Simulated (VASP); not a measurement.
# MgO (Fm-3m) in VASP: single point with PBE

Aim: the single point of MgO with PBE.

Program: VASP 6.6.1. These are calculated values, not measurements. Logs are shortened: lines on timing, memory, paths and dates and some standing lists are left out, and cuts for length are marked.

## (1) The cell of the first run

The structure is cubic, space group Fm-3m (No. 225). Conventional cell: a = 4.577 Å, b = 4.577 Å, c = 4.577 Å, α = 90.00°, β = 90.00°, γ = 90.00°. Within 3.0 Å of Mg (site symmetry m-3m) lie 6 O at 2.29 Å. O (site symmetry m-3m) has 6 Mg at 2.29 Å within 3.0 Å.

## (2) Single point, PBE (Sr replaced by Mg, lengths x 0.876, strained)

File INCAR:

```
ALGO = Normal
EDIFF = 1E-7
ENCUT = 520
GGA = PE
ISIF = 2
ISMEAR = 0
LASPH = T
LCHARG = F
LREAL = F
LWAVE = F
NBANDS = 11
NELM = 60
PREC = Accurate
SIGMA = 0.02
```

File KPOINTS:

```
k-points
0
Gamma
  8 8 8
```

File POSCAR:

```
MgO
1.0
    0.0000000000      2.2882885120      2.2882885120
    2.2882885120      0.0000000000      2.2882885120
    2.2882885120      2.2882885120      0.0000000000
Mg O
1 1
Direct
    0.0000000000      0.0000000000      0.0000000000
    0.5000000000      0.5000000000      0.5000000000
```

Potentials or basis: VASP PAW PBE potentials, release 64 (Mg, O).

Run with:

```bash
> cat potpaw_PBE.64/Mg/POTCAR potpaw_PBE.64/O/POTCAR > POTCAR
> mpirun -np 1 vasp_std > vasp.out
```

OUTCAR:

```text
EDIFF = 1E-7
   ENCUT = 520
   GGA = PE
   ISIF = 2
   ISMEAR = 0
   LASPH = T
   LREAL = F
   NELM = 60
   PREC = Accurate

 ion  position               nearest neighbor table
   1  0.000  0.000  0.000-   2 2.29   2 2.29   2 2.29   2 2.29   2 2.29   2 2.29
   2  0.500  0.500  0.500-   1 2.29   1 2.29   1 2.29   1 2.29   1 2.29   1 2.29

  LATTYP: Found a face centered cubic cell.
 ALAT       =     4.5765770240

  Lattice vectors:

 A1 = (   0.0000000000,   2.2882885120,   2.2882885120)
 A2 = (   2.2882885120,   0.0000000000,   2.2882885120)
 A3 = (   2.2882885120,   2.2882885120,   0.0000000000)

Analysis of symmetry for initial positions (statically):
=====================================================================
 Subroutine PRICEL returns:
 Original cell was already a primitive cell.

 Routine SETGRP: Setting up the symmetry group for a
 face centered cubic supercell.

 Subroutine GETGRP returns: Found 48 space group operations
 (whereof 48 operations were pure point group operations)
 out of a pool of 48 trial point group operations.

The static configuration has the point symmetry O_h .

Analysis of symmetry for dynamics (positions and initial velocities):
=====================================================================
 Subroutine PRICEL returns:
 Original cell was already a primitive cell.

 Routine SETGRP: Setting up the symmetry group for a
 face centered cubic supercell.

 Subroutine GETGRP returns: Found 48 space group operations
 (whereof 48 operations were pure point group operations)
 out of a pool of 48 trial point group operations.

The dynamic configuration has the point symmetry O_h .

 Subroutine INISYM returns: Found 48 space group operations
 (whereof 48 operations are pure point group operations),
 and found     1 'primitive' translations

----------------------------------------------------------------------------------------

                                     Primitive cell

  volume of cell :      23.9642

  direct lattice vectors                    reciprocal lattice vectors
     0.000000000  2.288288512  2.288288512    -0.218503916  0.218503916  0.218503916
     2.288288512  0.000000000  2.288288512     0.218503916 -0.218503916  0.218503916
     2.288288512  2.288288512  0.000000000     0.218503916  0.218503916 -0.218503916

  length of vectors
     3.236128648  3.236128648  3.236128648     0.378459884  0.378459884  0.378459884

  position of ions in fractional coordinates (direct lattice)
     0.000000000  0.000000000  0.000000000
     0.500000000  0.500000000  0.500000000

  ion indices of the primitive-cell ions
[... 79 lines left out ...]
   IBRION =     -1    ionic relax: 0-MD 1-quasi-New 2-CG
   NFREE  =      0    steps in history (QN), initial steepest desc. (CG)
   ISIF   =      2    stress and relaxation
   ISYM   =      2    0-nonsym 1-usesym 2-fastsym
   POTIM  = 0.5000    time-step for ionic-motion
   TEBEG  =    0.0;   TEEND  =   0.0 temperature during run
   PSTRESS=    0.0 pullay stress
   NELECT =       8.0000    total number of electrons
   NUPDOWN=      -1.0000    fix difference up-down
   EMIN   =  10.00;   EMAX   =-10.00  energy-range for DOS
   EFERMI =   0.00;   METHOD = LEGACY
   ISMEAR =     0;   SIGMA  =   0.02  broadening in eV -4-tet -1-fermi 0-gaus
   EFERMI_NEDOS =   21; number of points for ismear=-14 and -15
   IALGO  =     38    algorithm
   IMIX   =      4    mixing-type and parameters
     AMIX     =   0.40;   BMIX     =  1.00
     AMIX_MAG =   1.60;   BMIX_MAG =  1.00
  volume/ion in A,a.u.               =      11.98        80.86
  Fermi-wavevector in a.u.,A,eV,Ry     =   1.135666  2.146098 17.547948  1.289738
  Thomas-Fermi vector in A             =   2.272371
   LORBIT       =      0    0 simple, 1 ext, 2 COOP (PROOUT), +10 PAW based schemes
   GGA     = PE    functional components
   LHFCALC =     F    Hartree Fock is set to
   AEXX    =    0.0000 exact exchange contribution
   IVDW    =     0    specifies the selected vdW correction
   LEPSILON=     F    determine dielectric tensor
   LRPA    =     F    only Hartree local field effects (RPA)
 non-spin polarized calculation
 Gauss-broadening in eV      SIGMA  =   0.02
  energy-cutoff  :      520.00
  volume of cell :       23.96
 maximum number of plane-waves:       660
   NGX = 13   NGY = 13   NGZ = 13

 number of electron       8.0000006 magnetization

 Free energy of the ion-electron system (eV)
  ---------------------------------------------------
  ext. energy  EPLUGINS =         0.00000000
  ---------------------------------------------------
  free energy    TOTEN  =       -11.52594406 eV

  energy without entropy =      -11.52594406  energy(sigma->0) =      -11.52594406

 E-fermi :   1.7124     XC(G=0):  -9.9598

 val. band max:        1.5518944947   @ k =   0.0000   0.0000   0.0000
 cond. band min:       4.2103254496   @ k =   0.0000   0.0000   0.0000
 fundamental gap:      2.6584309550
 Fermi energy:         1.7124443954

 k-point     1 :       0.0000    0.0000    0.0000
  band No.  band energies     occupation
      1     -14.6271      2.00000
      2       1.5519      2.00000
      3       1.5519      2.00000
      4       1.5519      2.00000
      5       4.2103      0.00000
      6      15.9270      0.00000
      7      15.9270      0.00000
      8      15.9270      0.00000
      9      19.2458      0.00000
     10      20.7485      0.00000
     11      20.7485      0.00000
[... 309 lines left out ...]
 k-point    24 :      -0.3750    0.2500    0.1250
  band No.  band energies     occupation
      1     -13.7715      2.00000
      2      -1.5831      2.00000
      3       0.1065      2.00000
      4       0.8490      2.00000
      5       9.5577      0.00000
      6      11.2645      0.00000
      7      12.7852      0.00000
      8      15.6108      0.00000
      9      19.3134      0.00000
     10      20.4685      0.00000
     11      23.9876      0.00000

 [... further k-points ...]
[... 5 lines left out ...]
  --------------------------------------------------------------------------------------
  -------------------------------------------------------------------------------------
  Total       -3.2163837     -3.2163837     -3.2163837     -0.0000000      0.0000000      0.0000000
  in kB     -215.0384370   -215.0384370   -215.0384370     -0.0000000      0.0000000      0.0000000
  external PRESSURE =    -215.0384370 kB  Pullay stress =       0.0000000 kB

 VOLUME and BASIS-vectors are now :
 -----------------------------------------------------------------------------
  energy-cutoff  :      520.00
  volume of cell :       23.96
      direct lattice vectors                 reciprocal lattice vectors
     0.000000000  2.288288512  2.288288512    -0.218503916  0.218503916  0.218503916
     2.288288512  0.000000000  2.288288512     0.218503916 -0.218503916  0.218503916
     2.288288512  2.288288512  0.000000000     0.218503916  0.218503916 -0.218503916

 POSITION                                       TOTAL-FORCE (eV/Angst)
 -----------------------------------------------------------------------------------
      0.00000      0.00000      0.00000        -0.000000      0.000000     -0.000000
      2.28829      2.28829      2.28829         0.000000     -0.000000      0.000000
 -----------------------------------------------------------------------------------
    total drift:                               -0.000000     -0.000000      0.000000

  FREE ENERGIE OF THE ION-ELECTRON SYSTEM (eV)
  ---------------------------------------------------
  free  energy   TOTEN  =       -11.5259440558 eV

  energy  without entropy=      -11.5259440558  energy(sigma->0) =      -11.52594406
```

Wall time 7.4 s (1 thread of Intel Xeon Platinum 8259CL at 2.50GHz (Skylake/Cascade Lake), shared host); peak memory 0.14 GiB.

Results:

| Item | Value |
| --- | --- |
| Free energy | -11.5259 eV |
| Pressure | -21.5 GPa |
| Band gap on the k mesh | 2.66 eV, direct |

Caveat: the cell differs from its parent crystal (Sr replaced by Mg, lengths x 0.876, strained).
